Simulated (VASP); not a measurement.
# CaS3 (P4/mmm) in VASP: notebook

CaS3 is run at these levels: PBE; tasks: single point, relaxation of cell and atoms.

Everything below comes from runs of VASP 6.6.1. Logs are shortened: lines on timing, memory, paths and dates and some standing lists are left out, and cuts for length are marked.

**1. The cell of the first run**

It takes space group P4/mmm (No. 123, tetragonal). The conventional cell has a = 4.606 Å, b = 4.606 Å, c = 3.549 Å, α = 90.00°, β = 90.00°, γ = 90.00°. Ca (site symmetry 4/mmm) has 12 S at 2.91 to 3.26 Å and 2 Ca at 3.55 Å within 3.8 Å. S (site symmetry 4/mmm) has 10 S at 2.91 to 3.55 Å and 4 Ca at 3.26 Å within 3.8 Å. Within 3.8 Å of S (site symmetry mmm) lie 4 Ca at 2.91 Å and 10 S at 2.91 to 3.55 Å.

**2. Single point, PBE**

The input, INCAR:

```
PREC     = Accurate       # precision mode
ENCUT    = 520            # plane-wave cutoff, eV
EDIFF    = 1E-6           # SCF threshold, eV
ISMEAR   = 0              # smearing method
SIGMA    = 0.1            # smearing width, eV
LREAL    = F              # projectors in reciprocal space
LASPH    = T              # aspherical terms in the spheres
NELM     = 100            # most SCF steps
ALGO     = Normal         # electronic algorithm
ISIF     = 2              # what is computed and relaxed
LWAVE    = F              # write WAVECAR
LCHARG   = F              # write CHGCAR
GGA      = PE             # functional
NBANDS   = 22             # bands
```

The input, KPOINTS:

```
Automatic mesh
0
Gamma
  10 10 14
```

The input, POSCAR:

```
CaS3
1.0
    4.6057849794      0.0000000000      0.0000000000
    0.0000000000      4.6057849794      0.0000000000
    0.0000000000      0.0000000000      3.5490412373
Ca S
1 3
Direct
    0.0000000000      0.0000000000      0.0000000000
    0.5000000000      0.5000000000      0.0000000000
    0.0000000000      0.5000000000      0.5000000000
    0.5000000000      0.0000000000      0.5000000000
```

Potentials or basis: VASP PAW PBE potentials, release 64 (Ca_sv, S).

On the command line:

```
$ cat potpaw_PBE.64/Ca_sv/POTCAR potpaw_PBE.64/S/POTCAR > POTCAR
$ mpirun -np 1 vasp_std > vasp.out
```

OUTCAR:

```text
PREC = Accurate
   ENCUT = 520
   EDIFF = 1E-6
   ISMEAR = 0
   LREAL = F
   LASPH = T
   NELM = 100
   ISIF = 2
   GGA = PE

 ion  position               nearest neighbor table
   1  0.000  0.000  0.000-   3 2.91   4 2.91   3 2.91   4 2.91   3 2.91   3 2.91   4 2.91   4 2.91

   2  0.500  0.500  0.000-
   3  0.000  0.500  0.500-   1 2.91   1 2.91   1 2.91   1 2.91
   4  0.500  0.000  0.500-   1 2.91   1 2.91   1 2.91   1 2.91

  LATTYP: Found a simple tetragonal cell.
 ALAT       =     4.6057849794
 C/A-ratio  =     0.7705616422

  Lattice vectors:

 A1 = (   4.6057849794,   0.0000000000,   0.0000000000)
 A2 = (   0.0000000000,   4.6057849794,   0.0000000000)
 A3 = (   0.0000000000,   0.0000000000,   3.5490412373)

Analysis of symmetry for initial positions (statically):
=====================================================================
 Subroutine PRICEL returns:
 Original cell was already a primitive cell.

 Routine SETGRP: Setting up the symmetry group for a
 simple tetragonal supercell.

 Subroutine GETGRP returns: Found 16 space group operations
 (whereof 16 operations were pure point group operations)
 out of a pool of 16 trial point group operations.

The static configuration has the point symmetry D_4h.

Analysis of symmetry for dynamics (positions and initial velocities):
=====================================================================
 Subroutine PRICEL returns:
 Original cell was already a primitive cell.

 Routine SETGRP: Setting up the symmetry group for a
 simple tetragonal supercell.

 Subroutine GETGRP returns: Found 16 space group operations
 (whereof 16 operations were pure point group operations)
 out of a pool of 16 trial point group operations.

The dynamic configuration has the point symmetry D_4h.

 Subroutine INISYM returns: Found 16 space group operations
 (whereof 16 operations are pure point group operations),
 and found     1 'primitive' translations

----------------------------------------------------------------------------------------

                                     Primitive cell

  volume of cell :      75.2867

  direct lattice vectors                    reciprocal lattice vectors
[... 82 lines left out ...]
   PREC   = accura    normal or accurate (medium, high low for compatibility)
   ISTART =      0    job   : 0-new  1-cont  2-samecut
   ICHARG =      2    charge: 1-file 2-atom 10-const
   ISPIN  =      1    spin polarized calculation?
   LNONCOLLINEAR =      F non collinear calculations
   LSORBIT =      F    spin-orbit coupling
   LASPH  =      T    aspherical Exc in radial PAW
   ENCUT  =  520.0 eV  38.22 Ry    6.18 a.u.   8.56  8.56  6.60*2*pi/ulx,y,z
   NELM   =    100;   NELMIN=  2; NELMDL= -5     # of ELM steps
   EDIFF  = 0.1E-05   stopping-criterion for ELM
   LREAL  =      F    real-space projection
   EDIFFG = 0.1E-04   stopping-criterion for IOM
   NSW    =      0    number of steps for IOM
   IBRION =     -1    ionic relax: 0-MD 1-quasi-New 2-CG
   NFREE  =      0    steps in history (QN), initial steepest desc. (CG)
   ISIF   =      2    stress and relaxation
   ISYM   =      2    0-nonsym 1-usesym 2-fastsym
   POTIM  = 0.5000    time-step for ionic-motion
   TEBEG  =    0.0;   TEEND  =   0.0 temperature during run
   PSTRESS=    0.0 pullay stress
   NELECT =      28.0000    total number of electrons
   NUPDOWN=      -1.0000    fix difference up-down
   EMIN   =  10.00;   EMAX   =-10.00  energy-range for DOS
   EFERMI =   0.00;   METHOD = LEGACY
   ISMEAR =     0;   SIGMA  =   0.10  broadening in eV -4-tet -1-fermi 0-gaus
   EFERMI_NEDOS =   21; number of points for ismear=-14 and -15
   IALGO  =     38    algorithm
   IMIX   =      4    mixing-type and parameters
     AMIX     =   0.40;   BMIX     =  1.00
     AMIX_MAG =   1.60;   BMIX_MAG =  1.00
  volume/ion in A,a.u.               =      18.82       127.01
  Fermi-wavevector in a.u.,A,eV,Ry     =   1.177302  2.224779 18.858234  1.386041
  Thomas-Fermi vector in A             =   2.313651
   LORBIT       =      0    0 simple, 1 ext, 2 COOP (PROOUT), +10 PAW based schemes
   GGA     = PE    functional components
   LHFCALC =     F    Hartree Fock is set to
   AEXX    =    0.0000 exact exchange contribution
   IVDW    =     0    specifies the selected vdW correction
   LEPSILON=     F    determine dielectric tensor
   LRPA    =     F    only Hartree local field effects (RPA)
 non-spin polarized calculation
 Gauss-broadening in eV      SIGMA  =   0.10
  energy-cutoff  :      520.00
  volume of cell :       75.29
 maximum number of plane-waves:      2047
 NGX is ok and might be reduce to    36
   NGX = 17   NGY = 17   NGZ = 13

 number of electron      27.9999993 magnetization

 Free energy of the ion-electron system (eV)
  ---------------------------------------------------
  ext. energy  EPLUGINS =         0.00000000
  ---------------------------------------------------
  free energy    TOTEN  =       -15.83315571 eV

  energy without entropy =      -15.82210892  energy(sigma->0) =      -15.82763231

 E-fermi :   5.3797     XC(G=0): -10.3394

 val. band max:        5.3758638022   @ k =   0.1000   0.1000   0.1429
 cond. band min:       5.3826344357   @ k =   0.5000   0.2000   0.3571
 fundamental gap:      0.0067706335
 Fermi energy:         5.3796847478

 k-point     1 :       0.0000    0.0000    0.0000
  band No.  band energies     occupation
      1     -34.6894      2.00000
      2     -15.7367      2.00000
      3     -15.7367      2.00000
      4     -15.6447      2.00000
      5      -9.2164      2.00000
      6      -6.1727      2.00000
[... 589 lines left out ...]
     21      10.0109      0.00000
     22      10.7975      0.00000

 [... further k-points ...]
[... 5 lines left out ...]
  --------------------------------------------------------------------------------------
  -------------------------------------------------------------------------------------
  Total        0.0410802      0.0410802      0.0485003      0.0000000      0.0000000      0.0000000
  in kB        0.8742285      0.8742285      1.0321356      0.0000000      0.0000000      0.0000000
  external PRESSURE =       0.9268642 kB  Pullay stress =       0.0000000 kB

 VOLUME and BASIS-vectors are now :
 -----------------------------------------------------------------------------
  energy-cutoff  :      520.00
  volume of cell :       75.29
      direct lattice vectors                 reciprocal lattice vectors
     4.605784979  0.000000000  0.000000000     0.217118256  0.000000000  0.000000000
     0.000000000  4.605784979  0.000000000     0.000000000  0.217118256  0.000000000
     0.000000000  0.000000000  3.549041237     0.000000000  0.000000000  0.281766239

 POSITION                                       TOTAL-FORCE (eV/Angst)
 -----------------------------------------------------------------------------------
      0.00000      0.00000      0.00000         0.000000      0.000000      0.000000
      2.30289      2.30289      0.00000         0.000000      0.000000      0.000000
      0.00000      2.30289      1.77452         0.000000      0.000000      0.000000
      2.30289      0.00000      1.77452         0.000000      0.000000      0.000000
 -----------------------------------------------------------------------------------
    total drift:                               -0.000000      0.000000      0.000000

  FREE ENERGIE OF THE ION-ELECTRON SYSTEM (eV)
  ---------------------------------------------------
  free  energy   TOTEN  =       -15.8331557080 eV

  energy  without entropy=      -15.8221089188  energy(sigma->0) =      -15.82763231
```

stdout:

```text
POSCAR found type information on POSCAR CaS
 POSCAR found :  2 types and       4 ions
 scaLAPACK will be used
 LDA part: xc-table for (Slater+PW92), standard interpolation
 POSCAR, INCAR and KPOINTS ok, starting setup
 FFT: planning ... GRIDC
 FFT: planning ... GRID_SOFT
 FFT: planning ... GRID
 WAVECAR not read
 entering main loop
```

Wall time 94 s (1 thread of Intel Xeon Platinum 8559C (Emerald Rapids), shared host); peak memory 0.36 GiB.

Results:

```yaml
Free_energy: -15.8332 eV
Pressure: 0.1 GPa
Band_gap_on_the_k_mesh: zero (bands 14 and 15 overlap by 2.21 eV)
```

**3. Single point, PBE**

The input, INCAR:

```
SYSTEM = CaS3
PREC = Accurate ; ENCUT = 520
EDIFF = 1E-6 ; ISMEAR = 0
SIGMA = 0.1 ; LREAL = .FALSE.
LASPH = .TRUE. ; NELM = 100
ALGO = Normal ; ISIF = 2
LWAVE = .FALSE. ; LCHARG = .TRUE.
GGA = PE ; LELF = .TRUE.
LVHAR = .TRUE. ; NBANDS = 22
```

The input, KPOINTS:

```
Automatic mesh
0
G
  10 10 14
  0 0 0
```

POSCAR is that of step 2.

Potentials or basis: VASP PAW PBE potentials, release 64 (Ca_sv, S).

On the command line:

```
$ cat potpaw_PBE.64/Ca_sv/POTCAR potpaw_PBE.64/S/POTCAR > POTCAR
$ mpirun -np 1 vasp_std > vasp.out
```

It took 1.9 min on 1 thread of Intel Xeon Platinum 8559C (Emerald Rapids), shared host; peak memory 0.35 GiB.

It converged, with:

```
Free energy            : -15.8332 eV
Pressure               : 0.1 GPa
Band gap on the k mesh : zero (bands 14 and 15 overlap by 2.21 eV)
```

Levels at points of the mesh, in eV from the Fermi level:
```tsv
k point	band 10	band 11	band 12	band 13	band 14	band 15	band 16	band 17	band 18	band 19
(0.00, 0.00, 0.00)	-3.02	-1.28	-1.28	-0.38	1.25	1.72	1.72	2.13	3.01	3.60
(0.50, 0.00, 0.00)	-2.65	-2.38	-1.79	-1.37	-1.05	0.47	1.66	3.95	4.63	5.12
(0.50, 0.50, 0.00)	-1.78	-1.78	-1.43	-1.42	-1.42	-0.59	-0.10	3.76	4.88	6.51
(0.00, 0.00, 0.50)	-3.36	-3.08	-2.61	-2.61	-2.46	-0.56	-0.56	4.20	6.01	6.27
(0.50, 0.00, 0.50)	-2.80	-2.77	-2.69	-2.20	-2.04	0.87	1.18	4.68	5.04	5.74
(0.50, 0.50, 0.50)	-5.09	-3.78	0.20	0.38	1.19	1.19	1.89	2.93	4.40	4.48
```

**4. Single point, PBE**

This run uses another cell than the first one, of 18.74 Å³/atom.

The input, INCAR:

```
SYSTEM = CaS3
PREC     = Accurate       ! precision mode
ENCUT    = 520            ! plane-wave cutoff, eV
EDIFF    = 1E-6           ! SCF threshold, eV
ISMEAR   = 0              ! smearing method
SIGMA    = 0.1            ! smearing width, eV
LREAL    = .FALSE.        ! projectors in reciprocal space
LASPH    = .TRUE.         ! aspherical terms in the spheres
NELM     = 60             ! most SCF steps
ALGO     = Normal         ! electronic algorithm
ISIF     = 2              ! what is computed and relaxed
LWAVE    = .FALSE.        ! write WAVECAR
LCHARG   = .FALSE.        ! write CHGCAR
GGA      = PE             ! functional
NBANDS   = 22             ! bands
```

The input, KPOINTS:

```
regular mesh
0
G
  4 4 4
  0 0 0
```

The input, POSCAR:

```
CaS3
1.0
    4.6229978555      0.0000000000      0.0000000000
    0.0000000000      4.6229978555      0.0000000000
    0.0000000000      0.0000000000      3.5079456001
Ca S
1 3
Direct
    0.0000000000      0.0000000000      0.0000000000
    0.5000000000      0.5000000000      0.0000000000
    0.0000000000      0.5000000000      0.5000000000
    0.5000000000      0.0000000000      0.5000000000
```

Potentials or basis: VASP PAW PBE potentials, release 64 (Ca_sv, S).

On the command line:

```
$ cat potpaw_PBE.64/Ca_sv/POTCAR potpaw_PBE.64/S/POTCAR > POTCAR
$ mpirun -np 1 vasp_std > vasp.out
```

OUTCAR:

```text
SYSTEM = CaS3
   PREC = Accurate
   ENCUT = 520
   EDIFF = 1E-6
   ISMEAR = 0
   LREAL = .FALSE.
   LASPH = .TRUE.
   NELM = 60
   ISIF = 2
   GGA = PE

 ion  position               nearest neighbor table
   1  0.000  0.000  0.000-   3 2.90   4 2.90   3 2.90   4 2.90   3 2.90   3 2.90   4 2.90   4 2.90

   2  0.500  0.500  0.000-
   3  0.000  0.500  0.500-   1 2.90   1 2.90   1 2.90   1 2.90
   4  0.500  0.000  0.500-   1 2.90   1 2.90   1 2.90   1 2.90

  LATTYP: Found a simple tetragonal cell.
 ALAT       =     4.6229978555
 C/A-ratio  =     0.7588032073

  Lattice vectors:

 A1 = (   4.6229978555,   0.0000000000,   0.0000000000)
 A2 = (   0.0000000000,   4.6229978555,   0.0000000000)
 A3 = (   0.0000000000,   0.0000000000,   3.5079456001)

Analysis of symmetry for initial positions (statically):
=====================================================================
 Subroutine PRICEL returns:
 Original cell was already a primitive cell.

 Routine SETGRP: Setting up the symmetry group for a
 simple tetragonal supercell.

 Subroutine GETGRP returns: Found 16 space group operations
 (whereof 16 operations were pure point group operations)
 out of a pool of 16 trial point group operations.

The static configuration has the point symmetry D_4h.

Analysis of symmetry for dynamics (positions and initial velocities):
=====================================================================
 Subroutine PRICEL returns:
 Original cell was already a primitive cell.

 Routine SETGRP: Setting up the symmetry group for a
 simple tetragonal supercell.

 Subroutine GETGRP returns: Found 16 space group operations
 (whereof 16 operations were pure point group operations)
 out of a pool of 16 trial point group operations.

The dynamic configuration has the point symmetry D_4h.

 Subroutine INISYM returns: Found 16 space group operations
 (whereof 16 operations are pure point group operations),
 and found     1 'primitive' translations

[... 108 lines left out ...]
   IALGO  =     38    algorithm
   IMIX   =      4    mixing-type and parameters
     AMIX     =   0.40;   BMIX     =  1.00
     AMIX_MAG =   1.60;   BMIX_MAG =  1.00
  volume/ion in A,a.u.               =      18.74       126.48
  Fermi-wavevector in a.u.,A,eV,Ry     =   1.178946  2.227886 18.910940  1.389915
  Thomas-Fermi vector in A             =   2.315266
   LORBIT       =      0    0 simple, 1 ext, 2 COOP (PROOUT), +10 PAW based schemes
   GGA     = PE    functional components
   LHFCALC =     F    Hartree Fock is set to
   AEXX    =    0.0000 exact exchange contribution
   IVDW    =     0    specifies the selected vdW correction
   LEPSILON=     F    determine dielectric tensor
   LRPA    =     F    only Hartree local field effects (RPA)
 non-spin polarized calculation
 Gauss-broadening in eV      SIGMA  =   0.10
  energy-cutoff  :      520.00
  volume of cell :       74.97
 maximum number of plane-waves:      2037
 NGX is ok and might be reduce to    36
   NGX = 17   NGY = 17   NGZ = 13

 number of electron      27.9999997 magnetization

 Free energy of the ion-electron system (eV)
  ---------------------------------------------------
  ext. energy  EPLUGINS =         0.00000000
  ---------------------------------------------------
  free energy    TOTEN  =       -15.78412083 eV

  energy without entropy =      -15.76828806  energy(sigma->0) =      -15.77620445

 E-fermi :   5.6302     XC(G=0): -10.3583

 val. band max:        5.5710468394   @ k =   0.5000   0.5000   0.5000
 cond. band min:       5.6400782334   @ k =   0.2500   0.0000   0.2500
 fundamental gap:      0.0690313940
 Fermi energy:         5.6301747994

 k-point     1 :       0.0000    0.0000    0.0000
  band No.  band energies     occupation
      1     -34.6361      2.00000
      2     -15.6820      2.00000
      3     -15.6820      2.00000
      4     -15.5908      2.00000
      5      -9.2053      2.00000
      6      -6.1707      2.00000
[... 439 lines left out ...]
     21       9.8817      0.00000
     22      12.4062      0.00000

------------------------ aborting loop because EDIFF is reached ----------------------------------------

  FORCE on cell =-STRESS in cart. coord.  units (eV):
  Direction    XX          YY          ZZ          XY          YZ          ZX
  --------------------------------------------------------------------------------------
  -------------------------------------------------------------------------------------
  Total        0.0666421      0.0666421      0.1754518      0.0000000     -0.0000000      0.0000000
  in kB        1.4241617      1.4241617      3.7494560      0.0000000     -0.0000000      0.0000000
  external PRESSURE =       2.1992598 kB  Pullay stress =       0.0000000 kB

 VOLUME and BASIS-vectors are now :
 -----------------------------------------------------------------------------
  energy-cutoff  :      520.00
  volume of cell :       74.97
      direct lattice vectors                 reciprocal lattice vectors
     4.622997856  0.000000000  0.000000000     0.216309856  0.000000000  0.000000000
     0.000000000  4.622997856  0.000000000     0.000000000  0.216309856  0.000000000
     0.000000000  0.000000000  3.507945600     0.000000000  0.000000000  0.285067134

 POSITION                                       TOTAL-FORCE (eV/Angst)
 -----------------------------------------------------------------------------------
      0.00000      0.00000      0.00000         0.000000      0.000000      0.000000
      2.31150      2.31150      0.00000         0.000000      0.000000      0.000000
      0.00000      2.31150      1.75397         0.000000      0.000000      0.000000
      2.31150      0.00000      1.75397         0.000000      0.000000      0.000000
 -----------------------------------------------------------------------------------
    total drift:                               -0.000000      0.000000      0.000000

  FREE ENERGIE OF THE ION-ELECTRON SYSTEM (eV)
  ---------------------------------------------------
  free  energy   TOTEN  =       -15.7841208326 eV

  energy  without entropy=      -15.7682880640  energy(sigma->0) =      -15.77620445
```

OSZICAR:

```text
N       E                     dE             d eps       ncg     rms          rms(c)
DAV:   1     0.189396013858E+03    0.18940E+03   -0.13179E+04   792   0.119E+03
DAV:   2    -0.496143122877E+01   -0.19436E+03   -0.18681E+03   986   0.272E+02
DAV:   3    -0.158403613427E+02   -0.10879E+02   -0.10656E+02  1102   0.597E+01
DAV:   4    -0.162305517007E+02   -0.39019E+00   -0.38831E+00  1182   0.996E+00
DAV:   5    -0.162395407833E+02   -0.89891E-02   -0.89867E-02  1052   0.137E+00    0.979E+00
DAV:   6    -0.158343706323E+02    0.40517E+00   -0.27526E+00   944   0.528E+00    0.591E+00
DAV:   7    -0.157893032309E+02    0.45067E-01   -0.38707E-01   920   0.272E+00    0.384E+00
DAV:   8    -0.157864414217E+02    0.28618E-02   -0.10353E-01   918   0.183E+00    0.482E-01
DAV:   9    -0.157840901823E+02    0.23512E-02   -0.11647E-02   944   0.533E-01    0.296E-01
DAV:  10    -0.157841105664E+02   -0.20384E-04   -0.16731E-03  1052   0.219E-01    0.849E-02
DAV:  11    -0.157841105335E+02    0.32931E-07   -0.22450E-04   922   0.990E-02    0.274E-02
DAV:  12    -0.157841206581E+02   -0.10125E-04   -0.22835E-05   962   0.301E-02    0.495E-03
DAV:  13    -0.157841208326E+02   -0.17454E-06   -0.12167E-06   750   0.612E-03
   1 F= -.15784121E+02 E0= -.15776204E+02  d E =-.158328E-01
```

It took 28 s on 1 thread of Intel Xeon 8259CL, shared host; peak memory 0.19 GiB.

What came out:

```
Free energy            : -15.7841 eV
Pressure               : 0.2 GPa
Band gap on the k mesh : zero (bands 14 and 15 overlap by 1.97 eV)
```

Caveat: the k points lie up to 0.45 Å⁻¹ apart, too coarse for converged energies and pressures of a metal.

[end of part 1 of 2]
